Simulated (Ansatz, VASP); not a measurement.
**Two plane-wave programs on HgTe**

Contents of POSCAR:

```
HgTe
1.0
    0.0000000000      3.2640204211      3.2640204211
    3.2640204211      0.0000000000      3.2640204211
    3.2640204211      3.2640204211      0.0000000000
Hg Te
1 1
Direct
    0.0000000000      0.0000000000      0.0000000000
    0.2500000000      0.2500000000      0.2500000000
```

The input INCAR.step1:

```
PREC = Accurate ; ENCUT = 520
ISMEAR = 0 ; SIGMA = 0.05
LREAL = False ; LASPH = True
NELM = 60 ; NBANDS = 16
GGA = PE ; ALGO = Normal
EDIFF = 1E-4 ; LWAVE = True
LCHARG = False
```

File INCAR.step2:

```
PREC = Accurate ; ENCUT = 520
EDIFF = 1E-7 ; ISMEAR = 0
SIGMA = 0.05 ; LREAL = False
LASPH = True ; NELM = 60
ALGO = Normal ; ISIF = 2
LWAVE = False ; LCHARG = False
METAGGA = R2SCAN ; LMIXTAU = True
NBANDS = 16 ; ISTART = 1
```

File KPOINTS:

```
regular mesh
0
Gamma
  10 10 10
```

Input for Ansatz:

```yaml
crystal:
  lattice:
    - [0.0, 3.2640204211, 3.2640204211]
    - [3.2640204211, 0.0, 3.2640204211]
    - [3.2640204211, 3.2640204211, 0.0]
  atoms:
    - { symbol: Hg, position: [0.0, 0.0, 0.0] }
    - { symbol: Te, position: [0.25, 0.25, 0.25] }
basis:
  ecutwfc: 500
  ecutrho_ratio: 4
kpoints:
  mp_grid: { grid: [10, 10, 10] }
hamiltonian:
  xc: r2scan
scf:
  occupations: { method: gaussian, width: 0.05 }
output:
  forces: true
  stress: true
  eigenvalues: true
```

Alike in both runs: task single point; functional r2SCAN; k mesh 10 × 10 × 10; occupations gaussian, width 0.05 eV; no spin polarisation.

```csv
,VASP,Ansatz
version,VASP 6.6.1,Ansatz 0.2.0
potentials or method,"VASP PAW PBE potentials, release 64 (Hg, Te), cutoff 520 eV","scalar-relativistic, plane waves, PAW"
valence electrons in the cell,18,36
```

|  | VASP | Ansatz | Ansatz less VASP |
| --- | --- | --- | --- |
| gap on the k mesh at the Fermi level (eV) | none | none | - |
| pressure (GPa) | 0.9 | 0.9 | -0.06 |

VASP's potentials were made for PBE, not for r2SCAN. A gap of «none» marks a metal or a gap that the smearing closes. VASP's potentials hold 18 valence electrons a cell and Ansatz's 36, so a difference there can come from the potentials and not from the codes.

Spin-orbit coupling is off throughout.
